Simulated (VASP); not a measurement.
## Cl: single point with PBE

Cl:

```xyz
2
Lattice="3.7047 0.0000 0.0000 -1.8523 3.2083 0.0000 0.0000 0.0000 3.8687" Properties=species:S:1:pos:R:3 pbc="T T T"
Cl    0.0000    2.1389    0.9672
Cl    1.8523    1.0694    2.9016
```

```yaml
Program: VASP 6.6.1
Task: single point
Functional: PBE
Potentials_or_basis: VASP PAW PBE potentials, release 64 (Cl)
Cutoff: 520 eV
k_mesh: 8 × 8 × 7
Occupations: fermi-dirac, width 0.02 eV
Spin: no spin polarisation
Dipole_correction: no
Further_INCAR_settings: ALGO = Normal; EDIFF = 1e-06; NBANDS = 14
```

```
Pressure               : 0.0 GPa
Band gap on the k mesh : zero (band 7 reaches 1.90 eV, above the bottom of band 8 at 0.38 eV)
```

Stress tensor (GPa, compression positive):
```
-0.41  0.00  0.00
 0.00 -0.41  0.00
 0.00  0.00  0.95
```

Levels at points of the mesh, in eV from the Fermi level:
```csv
k point,band 3,band 4,band 5,band 6,band 7,band 8,band 9,band 10,band 11,band 12
"(0.00, 0.00, 0.00)",-3.75,-2.20,-2.20,-0.25,-0.25,0.75,7.60,8.33,11.98,11.98
"(0.50, 0.00, 0.00)",-3.42,-3.05,-2.43,-1.28,-1.07,0.30,7.60,11.58,11.76,11.93
```

Wall time 15 s on 1 thread of Intel(R) Xeon(R) Platinum 8488C (Sapphire Rapids), on a shared host, peak memory 0.15 GiB.
